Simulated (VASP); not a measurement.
# Be2Ga2C3 (R-3m) in VASP: further runs

The runs below take Be2Ga2C3 through single point, relaxation of cell and atoms, with PBE.

All numbers are computed with VASP 6.6.1; they aren't measurements. Logs are shortened: lines on timing, memory, paths and dates and some standing lists are left out, and cuts for length are marked.

**1. The cell of the first run**

Symmetry: R-3m, No. 166, trigonal system. Conventional cell: a = 5.307 Å, b = 5.307 Å, c = 9.906 Å, α = 90.00°, β = 90.00°, γ = 120.00°. Be (site symmetry 3m) has 3 C at 1.71 Å within 2.3 Å. Within 3.0 Å of Ga (site symmetry -3m) lie 6 C at 2.25 Å and 2 Be at 2.41 Å. Within 3.4 Å of Ga (site symmetry -3m) lie 8 Be at 2.55 to 3.16 Å and 6 C at 2.65 Å. C (site symmetry 2/m) has 2 Be at 1.71 Å and 2 Ga at 2.25 Å within 2.3 Å.

**2. Single point, PBE**

INCAR reads:

```
PREC     = Accurate       # precision mode
ENCUT    = 520            # plane-wave cutoff, eV
EDIFF    = 1E-6           # SCF threshold, eV
ISMEAR   = 0              # smearing method
SIGMA    = 0.1            # smearing width, eV
LREAL    = F              # projectors in reciprocal space
LASPH    = T              # aspherical terms in the spheres
NELM     = 100            # most SCF steps
ALGO     = Normal         # electronic algorithm
ISIF     = 2              # what is computed and relaxed
LWAVE    = F              # write WAVECAR
LCHARG   = F              # write CHGCAR
GGA      = PE             # functional
NBANDS   = 30             # bands
```

KPOINTS reads:

```
regular mesh
0
Gamma
  9 9 9
```

POSCAR reads:

```
Be2Ga2C3
1.0
    2.6533598238      1.5319180085      3.3021515053
   -2.6533598238      1.5319180085      3.3021515053
    0.0000000000     -3.0638360170      3.3021515053
Be Ga C
2 2 3
Direct
    0.2430049715      0.2430049715      0.2430049715
    0.7569950285      0.7569950285      0.7569950285
    0.0000000000      0.0000000000      0.0000000000
    0.5000000000      0.5000000000      0.5000000000
    0.0000000000      0.0000000000      0.5000000000
    0.5000000000      0.0000000000      0.0000000000
    0.0000000000      0.5000000000      0.0000000000
```

Potentials or basis: VASP PAW PBE potentials, release 64 (Be, Ga_d, C).

Run with:

```
$ cat potpaw_PBE.64/Be/POTCAR potpaw_PBE.64/Ga_d/POTCAR potpaw_PBE.64/C/POTCAR > POTCAR
$ mpirun -np 1 vasp_std > vasp.out
```

OUTCAR:

```text
PREC = Accurate
   ENCUT = 520
   EDIFF = 1E-6
   ISMEAR = 0
   LREAL = F
   LASPH = T
   NELM = 100
   ISIF = 2
   GGA = PE

 ion  position               nearest neighbor table
   1  0.243  0.243  0.243-   5 1.71   6 1.71   7 1.71   3 2.41   4 2.55
   2  0.757  0.757  0.757-   5 1.71   6 1.71   7 1.71   3 2.41   4 2.55
   3  0.000  0.000  0.000-   5 2.25   5 2.25   7 2.25   6 2.25   7 2.25   6 2.25   1 2.41   2 2.41

   4  0.500  0.500  0.500-   1 2.55   2 2.55
   5  0.000  0.000  0.500-   1 1.71   2 1.71   3 2.25   3 2.25
   6  0.500  0.000  0.000-   1 1.71   2 1.71   3 2.25   3 2.25
   7  0.000  0.500  0.000-   1 1.71   2 1.71   3 2.25   3 2.25

  LATTYP: Found a trigonal (rhomboedric) cell.
 ALAT       =     4.5045860746
 COS(alpha) =     0.3060750326

  Lattice vectors:

 A1 = (   2.6533598238,   1.5319180085,   3.3021515053)
 A2 = (  -2.6533598238,   1.5319180085,   3.3021515053)
 A3 = (   0.0000000000,  -3.0638360170,   3.3021515053)

Analysis of symmetry for initial positions (statically):
=====================================================================
 Subroutine PRICEL returns:
 Original cell was already a primitive cell.

 Routine SETGRP: Setting up the symmetry group for a
 trigonal (rhombohedral) supercell.

 Subroutine GETGRP returns: Found 12 space group operations
 (whereof 12 operations were pure point group operations)
 out of a pool of 12 trial point group operations.

The static configuration has the point symmetry D_3d.

Analysis of symmetry for dynamics (positions and initial velocities):
=====================================================================
 Subroutine PRICEL returns:
 Original cell was already a primitive cell.

 Routine SETGRP: Setting up the symmetry group for a
 trigonal (rhombohedral) supercell.

 Subroutine GETGRP returns: Found 12 space group operations
 (whereof 12 operations were pure point group operations)
 out of a pool of 12 trial point group operations.

The dynamic configuration has the point symmetry D_3d.

 Subroutine INISYM returns: Found 12 space group operations
 (whereof 12 operations are pure point group operations),
 and found     1 'primitive' translations

----------------------------------------------------------------------------------------

                                     Primitive cell

[... 97 lines left out ...]
   LASPH  =      T    aspherical Exc in radial PAW
   ENCUT  =  520.0 eV  38.22 Ry    6.18 a.u.   8.38  8.38  8.38*2*pi/ulx,y,z
   NELM   =    100;   NELMIN=  2; NELMDL= -5     # of ELM steps
   EDIFF  = 0.1E-05   stopping-criterion for ELM
   LREAL  =      F    real-space projection
   EDIFFG = 0.1E-04   stopping-criterion for IOM
   NSW    =      0    number of steps for IOM
   IBRION =     -1    ionic relax: 0-MD 1-quasi-New 2-CG
   NFREE  =      0    steps in history (QN), initial steepest desc. (CG)
   ISIF   =      2    stress and relaxation
   ISYM   =      2    0-nonsym 1-usesym 2-fastsym
   POTIM  = 0.5000    time-step for ionic-motion
   TEBEG  =    0.0;   TEEND  =   0.0 temperature during run
   PSTRESS=    0.0 pullay stress
   NELECT =      42.0000    total number of electrons
   NUPDOWN=      -1.0000    fix difference up-down
   EMIN   =  10.00;   EMAX   =-10.00  energy-range for DOS
   EFERMI =   0.00;   METHOD = LEGACY
   ISMEAR =     0;   SIGMA  =   0.10  broadening in eV -4-tet -1-fermi 0-gaus
   EFERMI_NEDOS =   21; number of points for ismear=-14 and -15
   IALGO  =     38    algorithm
   IMIX   =      4    mixing-type and parameters
     AMIX     =   0.40;   BMIX     =  1.00
     AMIX_MAG =   1.60;   BMIX_MAG =  1.00
  volume/ion in A,a.u.               =      11.50        77.64
  Fermi-wavevector in a.u.,A,eV,Ry     =   1.317745  2.490176 23.625853  1.736451
  Thomas-Fermi vector in A             =   2.447764
   LORBIT       =      0    0 simple, 1 ext, 2 COOP (PROOUT), +10 PAW based schemes
   GGA     = PE    functional components
   LHFCALC =     F    Hartree Fock is set to
   AEXX    =    0.0000 exact exchange contribution
   IVDW    =     0    specifies the selected vdW correction
   LEPSILON=     F    determine dielectric tensor
   LRPA    =     F    only Hartree local field effects (RPA)
 non-spin polarized calculation
 Gauss-broadening in eV      SIGMA  =   0.10
  energy-cutoff  :      520.00
  volume of cell :       80.53
 maximum number of plane-waves:      2187
 NGX is ok and might be reduce to    36
   NGX = 17   NGY = 17   NGZ = 17

 number of electron      41.9999983 magnetization

 Free energy of the ion-electron system (eV)
  ---------------------------------------------------
  ext. energy  EPLUGINS =         0.00000000
  ---------------------------------------------------
  free energy    TOTEN  =       -32.10302689 eV

  energy without entropy =      -32.08811865  energy(sigma->0) =      -32.09557277

 E-fermi :   5.1065     XC(G=0): -10.8522

 val. band max:        5.1064127357   @ k =  -0.2222   0.2222   0.2222
 cond. band min:       5.1095388919   @ k =   0.4444   0.3333   0.2222
 fundamental gap:      0.0031261561
 Fermi energy:         5.1064768590

 k-point     1 :       0.0000    0.0000    0.0000
  band No.  band energies     occupation
      1      -9.9583      2.00000
      2      -9.9368      2.00000
      3      -9.9368      2.00000
      4      -9.8136      2.00000
      5      -9.8136      2.00000
      6      -9.8023      2.00000
[... 781 lines left out ...]
     29      11.7214      0.00000
     30      12.2512      0.00000

 [... further k-points ...]
[... 5 lines left out ...]
  --------------------------------------------------------------------------------------
  -------------------------------------------------------------------------------------
  Total        0.1139367      0.1139367      0.1288063      0.0000000      0.0000000      0.0000000
  in kB        2.2667016      2.2667016      2.5625231      0.0000000      0.0000000      0.0000000
  external PRESSURE =       2.3653088 kB  Pullay stress =       0.0000000 kB

 VOLUME and BASIS-vectors are now :
 -----------------------------------------------------------------------------
  energy-cutoff  :      520.00
  volume of cell :       80.53
      direct lattice vectors                 reciprocal lattice vectors
     2.653359824  1.531918008  3.302151505     0.188440330  0.108796075  0.100944288
    -2.653359824  1.531918008  3.302151505    -0.188440330  0.108796075  0.100944288
     0.000000000 -3.063836017  3.302151505     0.000000000 -0.217592150  0.100944288

 POSITION                                       TOTAL-FORCE (eV/Angst)
 -----------------------------------------------------------------------------------
      0.00000      0.00000      2.40732        -0.000000      0.000000      0.030793
      0.00000      0.00000      7.49914        -0.000000      0.000000     -0.030793
      0.00000      0.00000      0.00000        -0.000000     -0.000000     -0.000000
      0.00000      0.00000      4.95323        -0.000000      0.000000     -0.000000
      0.00000     -1.53192      1.65108        -0.000000     -0.000000     -0.000000
      1.32668      0.76596      1.65108         0.000000      0.000000     -0.000000
     -1.32668      0.76596      1.65108         0.000000      0.000000     -0.000000
 -----------------------------------------------------------------------------------
    total drift:                               -0.000000      0.000000      0.000000

  FREE ENERGIE OF THE ION-ELECTRON SYSTEM (eV)
  ---------------------------------------------------
  free  energy   TOTEN  =       -32.1030268862 eV

  energy  without entropy=      -32.0881186544  energy(sigma->0) =      -32.09557277
```

Run time: 2 min. Hardware: 1 thread of Intel Xeon Platinum 8375C at 2.90GHz (Ice Lake), shared host; peak memory 0.32 GiB.

Results:

```
Free energy            : -32.1030 eV
Pressure               : 0.2 GPa
Largest force          : 0.031 eV/Å
Band gap on the k mesh : zero (band 21 reaches 6.23 eV, above the bottom of band 22 at 4.47 eV)
```

Forces in eV/Å, atoms in the order of the input:
```
Be   0.000  0.000  0.031
Be   0.000  0.000 -0.031
Ga   0.000  0.000  0.000
Ga   0.000  0.000  0.000
C    0.000  0.000  0.000
C    0.000  0.000  0.000
C    0.000  0.000  0.000
```

Levels at points of the mesh, in eV from the Fermi level:
```csv
k point,band 19,band 20,band 21,band 22,band 23,band 24
"(0.00, 0.00, 0.00)",-2.76,-2.55,-0.45,0.80,0.80,0.91
```

**3. Relaxation of cell and atoms, PBE**

This run uses another cell than the first one, of 11.73 Å³/atom, 1.019 times its volume.

INCAR reads:

```
SYSTEM = Be2Ga2C3
ALGO = Normal
EDIFF = 1E-6
EDIFFG = -0.01
ENCUT = 600
GGA = PE
IBRION = 2
ISIF = 3
ISMEAR = 0
LASPH = .True.
LCHARG = .False.
LREAL = .False.
LWAVE = .False.
NELM = 100
NSW = 100
PREC = Accurate
SIGMA = 0.1
```

KPOINTS reads:

```
k-points
0
Gamma
  9 9 9
  0 0 0
```

POSCAR reads:

```
Be2Ga2C3
1.0
    2.6822152400      1.5485776908      3.2938675324
   -2.6822152400      1.5485776908      3.2938675324
    0.0000000000     -3.0971553816      3.2938675324
Be Ga C
2 2 3
Direct
    0.2366572391      0.2366572391      0.2366572391
    0.7633427609      0.7633427609      0.7633427609
    0.0000000000      0.0000000000      0.0000000000
    0.5000000000      0.5000000000      0.5000000000
    0.0000000000      0.0000000000      0.5000000000
    0.5000000000      0.0000000000      0.0000000000
    0.0000000000      0.5000000000      0.0000000000
```

Potentials or basis: VASP PAW PBE potentials, release 64 (Be, Ga_d, C).

Run with:

```
$ cat potpaw_PBE.64/Be/POTCAR potpaw_PBE.64/Ga_d/POTCAR potpaw_PBE.64/C/POTCAR > POTCAR
$ mpirun -np 1 vasp_std > vasp.out
```

OUTCAR:

```text
SYSTEM = Be2Ga2C3
   EDIFF = 1E-6
   EDIFFG = -0.01
   ENCUT = 600
   GGA = PE
   IBRION = 2
   ISIF = 3
   ISMEAR = 0
   LASPH = .True.
   LREAL = .False.
   NELM = 100
   NSW = 100
   PREC = Accurate

 ion  position               nearest neighbor table
   1  0.237  0.237  0.237-   5 1.70   6 1.70   7 1.70   3 2.34   4 2.60
   2  0.763  0.763  0.763-   5 1.70   6 1.70   7 1.70   3 2.34   4 2.60
   3  0.000  0.000  0.000-   5 2.26   5 2.26   7 2.26   6 2.26   7 2.26   6 2.26   1 2.34   2 2.34

   4  0.500  0.500  0.500-   1 2.60   2 2.60
   5  0.000  0.000  0.500-   1 1.70   2 1.70   3 2.26   3 2.26
   6  0.500  0.000  0.000-   1 1.70   2 1.70   3 2.26   3 2.26
   7  0.000  0.500  0.000-   1 1.70   2 1.70   3 2.26   3 2.26

  LATTYP: Found a trigonal (rhomboedric) cell.
 ALAT       =     4.5212757911
 COS(alpha) =     0.2961254723

  Lattice vectors:

 A1 = (   2.6822152400,   1.5485776908,   3.2938675324)
 A2 = (  -2.6822152400,   1.5485776908,   3.2938675324)
 A3 = (   0.0000000000,  -3.0971553816,   3.2938675324)

Analysis of symmetry for initial positions (statically):
=====================================================================
 Subroutine PRICEL returns:
 Original cell was already a primitive cell.

 Routine SETGRP: Setting up the symmetry group for a
 trigonal (rhombohedral) supercell.

 Subroutine GETGRP returns: Found 12 space group operations
 (whereof 12 operations were pure point group operations)
 out of a pool of 12 trial point group operations.

The static configuration has the point symmetry D_3d.

Analysis of symmetry for dynamics (positions and initial velocities):
=====================================================================
 Subroutine PRICEL returns:
 Original cell was already a primitive cell.

 Routine SETGRP: Setting up the symmetry group for a
 trigonal (rhombohedral) supercell.

 Subroutine GETGRP returns: Found 12 space group operations
[... 134 lines left out ...]
  volume/ion in A,a.u.               =      11.73        79.14
  Fermi-wavevector in a.u.,A,eV,Ry     =   1.309373  2.474355 23.326599  1.714457
  Thomas-Fermi vector in A             =   2.439976
   LORBIT       =      0    0 simple, 1 ext, 2 COOP (PROOUT), +10 PAW based schemes
   GGA     = PE    functional components
   LHFCALC =     F    Hartree Fock is set to
   AEXX    =    0.0000 exact exchange contribution
   IVDW    =     0    specifies the selected vdW correction
   LEPSILON=     F    determine dielectric tensor
   LRPA    =     F    only Hartree local field effects (RPA)
 conjugate gradient relaxation of ions
 non-spin polarized calculation
 Gauss-broadening in eV      SIGMA  =   0.10
  energy-cutoff  :      600.00
  volume of cell :       82.09
 maximum number of plane-waves:      2763
   NGX = 19   NGY = 19   NGZ = 19

--------------------------------------- Ionic step        1  -------------------------------------------

 number of electron      41.9999972 magnetization

 Free energy of the ion-electron system (eV)
  ---------------------------------------------------
  ext. energy  EPLUGINS =         0.00000000
  ---------------------------------------------------
  free energy    TOTEN  =       -32.09494355 eV

  energy without entropy =      -32.07736141  energy(sigma->0) =      -32.08615248

------------------------ aborting loop because EDIFF is reached ----------------------------------------

  FORCE on cell =-STRESS in cart. coord.  units (eV):
  Direction    XX          YY          ZZ          XY          YZ          ZX
  --------------------------------------------------------------------------------------
  -------------------------------------------------------------------------------------
  Total        0.2069673      0.2069673      0.1928232      0.0000000      0.0000000      0.0000000
  in kB        4.0395061      4.0395061      3.7634481      0.0000000      0.0000000      0.0000000
  external PRESSURE =       3.9474867 kB  Pullay stress =       0.0000000 kB
[... 274 lines left out ...]
--------------------------------------- Ionic step        8  -------------------------------------------

 number of electron      41.9999982 magnetization

 Free energy of the ion-electron system (eV)
  ---------------------------------------------------
  ext. energy  EPLUGINS =         0.00000000
  ---------------------------------------------------
  free energy    TOTEN  =       -32.10515555 eV

  energy without entropy =      -32.09019118  energy(sigma->0) =      -32.09767337

 E-fermi :   5.0898     XC(G=0): -10.8456

 val. band max:        5.0814583272   @ k =  -0.2222  -0.2222   0.1111
 cond. band min:       5.0920251050   @ k =  -0.3333   0.4444   0.2222
 fundamental gap:      0.0105667778
 Fermi energy:         5.0898437472

 k-point     1 :       0.0000    0.0000    0.0000
  band No.  band energies     occupation
      1      -9.9700      2.00000
      2      -9.9497      2.00000
      3      -9.9497      2.00000
      4      -9.8284      2.00000
      5      -9.8284      2.00000
      6      -9.8170      2.00000
[... 661 lines left out ...]
     24       6.8823      0.00000
     25       9.0854      0.00000

 [... further k-points ...]
[... 5 lines left out ...]
  --------------------------------------------------------------------------------------
  -------------------------------------------------------------------------------------
  Total       -0.0455594     -0.0455594      0.0473398      0.0000000     -0.0000000      0.0000000
  in kB       -0.9049640     -0.9049640      0.9403273      0.0000000     -0.0000000      0.0000000
  external PRESSURE =      -0.2898669 kB  Pullay stress =       0.0000000 kB
[... 22 lines left out ...]
  FREE ENERGIE OF THE ION-ELECTRON SYSTEM (eV)
  ---------------------------------------------------
  free  energy   TOTEN  =       -32.1051555537 eV

  energy  without entropy=      -32.0901911790  energy(sigma->0) =      -32.09767337

 reached required accuracy - stopping structural energy minimisation
```

OSZICAR:

```text
N       E                     dE             d eps       ncg     rms          rms(c)
DAV:   1     0.309877725128E+03    0.30988E+03   -0.22357E+04  4402   0.273E+03
DAV:   2     0.250121405103E+01   -0.30738E+03   -0.30275E+03  4826   0.527E+02
[... 71 lines left out ...]
DAV:   1    -0.321083295135E+02   -0.37748E-02   -0.99829E-02  4460   0.268E+00    0.364E-01
DAV:   2    -0.321062313056E+02    0.20982E-02   -0.70025E-03  4881   0.172E+00    0.213E-01
DAV:   3    -0.321051408728E+02    0.10904E-02   -0.22321E-03  4948   0.733E-01    0.399E-02
DAV:   4    -0.321051529685E+02   -0.12096E-04   -0.40404E-04  4484   0.306E-01    0.163E-02
DAV:   5    -0.321051555826E+02   -0.26141E-05   -0.68968E-05  5221   0.110E-01    0.748E-03
DAV:   6    -0.321051554048E+02    0.17772E-06   -0.10497E-05  3737   0.104E-01    0.207E-03
DAV:   7    -0.321051555537E+02   -0.14882E-06   -0.26195E-06  2929   0.374E-02
   8 F= -.32105156E+02 E0= -.32097673E+02  d E =-.600656E-03
```

Run time: 9.6 min. Hardware: 1 thread of Intel Xeon Platinum 8375C at 2.90GHz (Ice Lake), shared host; peak memory 0.35 GiB.

Results:

* Free energy: -32.1052 eV
* Relaxed volume: 11.52 Å³/atom
* Relaxed cell: a = 4.506 Å, b = 4.506 Å, c = 4.506 Å, α = 72.22°, β = 72.22°, γ = 72.22°
* Space group after relaxing (to 0.05 Å): R-3m (No. 166)
* Energy gained by relaxing: 1.5 meV/atom
* Ionic steps: 8
* Pressure after relaxing: 0.0 GPa
* Band gap on the k mesh: zero (band 21 reaches 6.21 eV, above the bottom of band 22 at 4.46 eV)

Forces in eV/Å, atoms in the order of the input:
```
Be   0.000  0.000  0.002
Be   0.000  0.000 -0.002
Ga   0.000  0.000  0.000
Ga   0.000  0.000  0.000
C    0.000  0.000  0.000
C    0.000  0.000  0.000
C    0.000  0.000  0.000
```

Step by step:
| step | energy change (eV) | largest force (eV/Å) | pressure (GPa) | volume (Å³) |
| --- | --- | --- | --- | --- |
| 1 | 0.0000 | 0.1817 | 0.39 | 82.09 |
| 2 | -0.0024 | 0.0875 | -0.38 | 82.43 |
| 3 | -0.0025 | 0.0676 | -0.51 | 82.51 |
| 4 | -0.0044 | 0.0588 | -0.39 | 82.21 |
| 5 | -0.0085 | 0.0275 | -0.11 | 81.33 |
| 6 | -0.0076 | 0.0470 | 0.44 | 79.59 |
| 7 | -0.0096 | 0.0008 | 0.09 | 80.63 |
| 8 | -0.0102 | 0.0020 | -0.03 | 80.66 |

Final structure:
```
CELL_PARAMETERS angstrom
2.65561 1.53322 3.30171
-2.65561 1.53322 3.30171
0.00000 -3.06643 3.30171
ATOMIC_POSITIONS crystal
Be 0.24312 0.24312 0.24312
Be 0.75688 0.75688 0.75688
Ga 0.00000 0.00000 0.00000
Ga 0.50000 0.50000 0.50000
C 0.00000 0.00000 0.50000
C 0.50000 0.00000 0.00000
C 0.00000 0.50000 0.00000
```

[end of part 1 of 2]
